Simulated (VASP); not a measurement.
# Mg2CdTe3 (P6_3mc) in VASP: single point with r2SCAN

Aim: the single point of Mg2CdTe3 with r2SCAN.

All numbers are computed with VASP 6.6.1; they aren't measurements. Logs are shortened: lines on timing, memory, paths and dates and some standing lists are left out, and cuts for length are marked.

### Step 1. The cell of the first run

It takes space group P6_3mc (No. 186, hexagonal). The conventional cell has a = 4.633 Å, b = 4.633 Å, c = 22.647 Å, α = 90.00°, β = 90.00°, γ = 120.00°. Mg (site symmetry 3m) has 4 Te at 2.82 to 2.83 Å within 3.7 Å. Within 3.7 Å of Mg (site symmetry 3m) lie 4 Te at 2.82 to 2.83 Å. Within 3.8 Å of Cd (site symmetry 3m) lie 4 Te at 2.86 to 2.87 Å. Within 3.7 Å of Te (site symmetry 3m) lie 4 Mg at 2.82 to 2.83 Å. Te (site symmetry 3m) has 3 Mg at 2.82 Å and 1 Cd at 2.87 Å within 3.7 Å. Te (site symmetry 3m) has 1 Mg at 2.83 Å and 3 Cd at 2.86 Å within 3.7 Å.

### Step 2. Single point, r2SCAN

POSCAR reads:

```
Mg2CdTe3
1.0
    4.6334553017      0.0000000289      0.0000000000
   -2.3167276758      4.0126899841      0.0000000000
    0.0000000000      0.0000000000     22.6465913000
Mg Cd Te
4 2 6
Direct
    0.3333333333      0.6666666667      0.6642390000
    0.3333333333      0.6666666667      0.9994670000
    0.6666666667      0.3333333333      0.1642390000
    0.6666666667      0.3333333333      0.4994670000
    0.3333333333      0.6666666667      0.3332200000
    0.6666666667      0.3333333333      0.8332200000
    0.3333333333      0.6666666667      0.1242230000
    0.3333333333      0.6666666667      0.4597560000
    0.3333333333      0.6666666667      0.7890940000
    0.6666666667      0.3333333333      0.2890940000
    0.6666666667      0.3333333333      0.6242230000
    0.6666666667      0.3333333333      0.9597560000
```

INCAR.step1 reads:

```
SYSTEM = Mg2CdTe3
ALGO = Normal
EDIFF = 1E-4
ENCUT = 520
GGA = PE
ISMEAR = 0
LASPH = .True.
LCHARG = .False.
LREAL = .False.
LWAVE = .True.
NBANDS = 46
NELM = 100
PREC = Accurate
SIGMA = 0.02
```

INCAR.step2 reads:

```
SYSTEM = Mg2CdTe3
ALGO = Normal
EDIFF = 1E-7
ENCUT = 520
ISIF = 2
ISMEAR = 0
ISTART = 1
LASPH = .True.
LCHARG = .True.
LELF = .True.
LMIXTAU = .True.
LREAL = .False.
LVHAR = .True.
LWAVE = .False.
METAGGA = R2SCAN
NBANDS = 46
NELM = 100
PREC = Accurate
SIGMA = 0.02
```

KPOINTS reads:

```
k-points
0
Gamma
  6 6 2
  0 0 0
```

Potentials or basis: VASP PAW PBE potentials, release 64 (Mg, Cd, Te).

Started as:

```console
$ cat potpaw_PBE.64/Mg/POTCAR potpaw_PBE.64/Cd/POTCAR potpaw_PBE.64/Te/POTCAR > POTCAR
$ cp INCAR.step1 INCAR
$ mpirun -np 1 vasp_std > vasp.out
$ cp INCAR.step2 INCAR
$ mpirun -np 1 vasp_std > vasp.out
```

OUTCAR:

```text
SYSTEM = Mg2CdTe3
   EDIFF = 1E-7
   ENCUT = 520
   ISIF = 2
   ISMEAR = 0
   ISTART = 1
   LASPH = .True.
   LREAL = .False.
   METAGGA = R2SCAN
   NELM = 100
   PREC = Accurate

 ion  position               nearest neighbor table
   1  0.333  0.667  0.664-  11 2.82  11 2.82  11 2.82   9 2.83
   2  0.333  0.667  0.999-  12 2.82  12 2.82  12 2.82   7 2.83
   3  0.667  0.333  0.164-   7 2.82   7 2.82   7 2.82  10 2.83
   4  0.667  0.333  0.499-   8 2.82   8 2.82   8 2.82  11 2.83
   5  0.333  0.667  0.333-  10 2.86  10 2.86  10 2.86   8 2.87
   6  0.667  0.333  0.833-   9 2.86   9 2.86   9 2.86  12 2.87
   7  0.333  0.667  0.124-   3 2.82   3 2.82   3 2.82   2 2.83
   8  0.333  0.667  0.460-   4 2.82   4 2.82   4 2.82   5 2.87
   9  0.333  0.667  0.789-   1 2.83   6 2.86   6 2.86   6 2.86
  10  0.667  0.333  0.289-   3 2.83   5 2.86   5 2.86   5 2.86
  11  0.667  0.333  0.624-   1 2.82   1 2.82   1 2.82   4 2.83
  12  0.667  0.333  0.960-   2 2.82   2 2.82   2 2.82   6 2.87

  LATTYP: Found a hexagonal cell.
 ALAT       =     4.6334553017
 C/A-ratio  =     4.8876248556

  Lattice vectors:

 A1 = (   4.6334553017,   0.0000000289,   0.0000000000)
 A2 = (  -2.3167276758,   4.0126899841,   0.0000000000)
 A3 = (   0.0000000000,   0.0000000000,  22.6465913000)

Analysis of symmetry for initial positions (statically):
=====================================================================
 Subroutine PRICEL returns:
 Original cell was already a primitive cell.

 Routine SETGRP: Setting up the symmetry group for a
 hexagonal supercell.

 Subroutine GETGRP returns: Found 12 space group operations
 (whereof  6 operations were pure point group operations)
 out of a pool of 24 trial point group operations.

The static configuration has the point symmetry C_3v.
 The point group associated with its full space group is C_6v.

Analysis of symmetry for dynamics (positions and initial velocities):
=====================================================================
 Subroutine PRICEL returns:
 Original cell was already a primitive cell.

 Routine SETGRP: Setting up the symmetry group for a
 hexagonal supercell.

 Subroutine GETGRP returns: Found 12 space group operations
 (whereof  6 operations were pure point group operations)
 out of a pool of 24 trial point group operations.

The dynamic configuration has the point symmetry C_3v.
[... 118 lines left out ...]
   TEBEG  =    0.0;   TEEND  =   0.0 temperature during run
   PSTRESS=    0.0 pullay stress
   NELECT =      68.0000    total number of electrons
   NUPDOWN=      -1.0000    fix difference up-down
   EMIN   =  10.00;   EMAX   =-10.00  energy-range for DOS
   EFERMI =   0.00;   METHOD = LEGACY
   ISMEAR =     0;   SIGMA  =   0.02  broadening in eV -4-tet -1-fermi 0-gaus
   EFERMI_NEDOS =   21; number of points for ismear=-14 and -15
   IALGO  =     38    algorithm
   IMIX   =      4    mixing-type and parameters
     AMIX     =   0.40;   BMIX     =  1.00
     AMIX_MAG =   1.60;   BMIX_MAG =  1.00
  volume/ion in A,a.u.               =      35.09       236.79
  Fermi-wavevector in a.u.,A,eV,Ry     =   0.891518  1.684724 10.813963  0.794804
  Thomas-Fermi vector in A             =   2.013348
   LORBIT       =      0    0 simple, 1 ext, 2 COOP (PROOUT), +10 PAW based schemes
   METAGGA = R2SCAN    functional components
   LHFCALC =     F    Hartree Fock is set to
   AEXX    =    0.0000 exact exchange contribution
   IVDW    =     0    specifies the selected vdW correction
   LEPSILON=     F    determine dielectric tensor
   LRPA    =     F    only Hartree local field effects (RPA)
 non-spin polarized calculation
 Gauss-broadening in eV      SIGMA  =   0.02
  energy-cutoff  :      520.00
  volume of cell :      421.06
 maximum number of plane-waves:     11395
 NGX is ok and might be reduce to    36
   NGX = 17   NGY = 17   NGZ = 85

 number of electron      67.9999998 magnetization

 Free energy of the ion-electron system (eV)
  ---------------------------------------------------
  ext. energy  EPLUGINS =         0.00000000
  ---------------------------------------------------
  free energy    TOTEN  =      -219.95282126 eV

  energy without entropy =     -219.95282126  energy(sigma->0) =     -219.95282126

 E-fermi :   1.7852     XC(G=0):  -8.3423

 val. band max:        1.6606605370   @ k =   0.0000   0.0000   0.0000
 cond. band min:       3.6782452529   @ k =   0.0000   0.0000   0.0000
 fundamental gap:      2.0175847160
 Fermi energy:         1.7851571147

 k-point     1 :       0.0000    0.0000    0.0000
  band No.  band energies     occupation
      1      -9.1975      2.00000
      2      -9.1206      2.00000
      3      -9.0365      2.00000
      4      -8.8976      2.00000
      5      -8.7060      2.00000
      6      -8.6450      2.00000
[... 675 lines left out ...]
     45       7.9891      0.00000
     46       7.9891      0.00000

------------------------ aborting loop because EDIFF is reached ----------------------------------------

  FORCE on cell =-STRESS in cart. coord.  units (eV):
  Direction    XX          YY          ZZ          XY          YZ          ZX
  --------------------------------------------------------------------------------------
  -------------------------------------------------------------------------------------
  Total       -2.2777446     -2.2777446     -2.2014596     -0.0000000      0.0000000      0.0000000
  in kB       -8.6670676     -8.6670676     -8.3767947     -0.0000000      0.0000000      0.0000000
  external PRESSURE =      -8.5703100 kB  Pullay stress =       0.0000000 kB

 VOLUME and BASIS-vectors are now :
 -----------------------------------------------------------------------------
  energy-cutoff  :      520.00
  volume of cell :      421.06
      direct lattice vectors                 reciprocal lattice vectors
     4.633455302  0.000000029  0.000000000     0.215821656  0.124604693  0.000000000
    -2.316727676  4.012689984  0.000000000    -0.000000002  0.249209383  0.000000000
     0.000000000  0.000000000 22.646591300     0.000000000  0.000000000  0.044156756

 POSITION                                       TOTAL-FORCE (eV/Angst)
 -----------------------------------------------------------------------------------
     -0.00000      2.67513     15.04275        -0.000000      0.000000      0.012611
     -0.00000      2.67513     22.63452         0.000000     -0.000000     -0.004936
      2.31673      1.33756      3.71945         0.000000     -0.000000      0.012611
      2.31673      1.33756     11.31123        -0.000000      0.000000     -0.004936
     -0.00000      2.67513      7.54630        -0.000000      0.000000     -0.001365
      2.31673      1.33756     18.86959         0.000000     -0.000000     -0.001365
     -0.00000      2.67513      2.81323        -0.000000      0.000000     -0.001647
     -0.00000      2.67513     10.41191        -0.000000     -0.000000     -0.007558
     -0.00000      2.67513     17.87029        -0.000000      0.000000      0.002896
      2.31673      1.33756      6.54699        -0.000000     -0.000000      0.002896
      2.31673      1.33756     14.13652        -0.000000      0.000000     -0.001647
      2.31673      1.33756     21.73520        -0.000000      0.000000     -0.007558
 -----------------------------------------------------------------------------------
    total drift:                               -0.000000     -0.000000     -0.002464

  FREE ENERGIE OF THE ION-ELECTRON SYSTEM (eV)
  ---------------------------------------------------
  free  energy   TOTEN  =      -219.9528212587 eV

  energy  without entropy=     -219.9528212587  energy(sigma->0) =     -219.95282126
```

OUTCAR.step1:

```text
SYSTEM = Mg2CdTe3
   EDIFF = 1E-4
   ENCUT = 520
   GGA = PE
   ISMEAR = 0
   LASPH = .True.
   LREAL = .False.
   NELM = 100
[... 935 lines left out ...]
      2.31673      1.33756      6.54699         0.000000     -0.000000     -0.018809
      2.31673      1.33756     14.13652         0.000000     -0.000000     -0.001545
      2.31673      1.33756     21.73520        -0.000000     -0.000000      0.017233
 -----------------------------------------------------------------------------------
    total drift:                               -0.000000     -0.000000     -0.001033

  FREE ENERGIE OF THE ION-ELECTRON SYSTEM (eV)
  ---------------------------------------------------
  free  energy   TOTEN  =       -35.2019744047 eV

  energy  without entropy=      -35.2019744047  energy(sigma->0) =      -35.20197440
```

Run time: 52 min. Hardware: 1 thread of Oxide Virtual Turin-like, shared host; peak memory 0.67 GiB.

Results:

- Free energy: -219.9528 eV
- Pressure: -0.9 GPa
- Largest force: 0.013 eV/Å
- Band gap on the k mesh: 2.02 eV

Forces in eV/Å, atoms in the order of the input:
```
Mg   0.000  0.000  0.013
Mg   0.000  0.000 -0.005
Mg   0.000  0.000  0.013
Mg   0.000  0.000 -0.005
Cd   0.000  0.000 -0.001
Cd   0.000  0.000 -0.001
Te   0.000  0.000 -0.002
Te   0.000  0.000 -0.008
Te   0.000  0.000  0.003
Te   0.000  0.000  0.003
Te   0.000  0.000 -0.002
Te   0.000  0.000 -0.008
```

Caveat: the PAW data sets were made with another functional, which shifts forces and pressure a little; spin-orbit coupling is left out, which moves the levels of the heavy elements. A k mesh can miss the band edges.
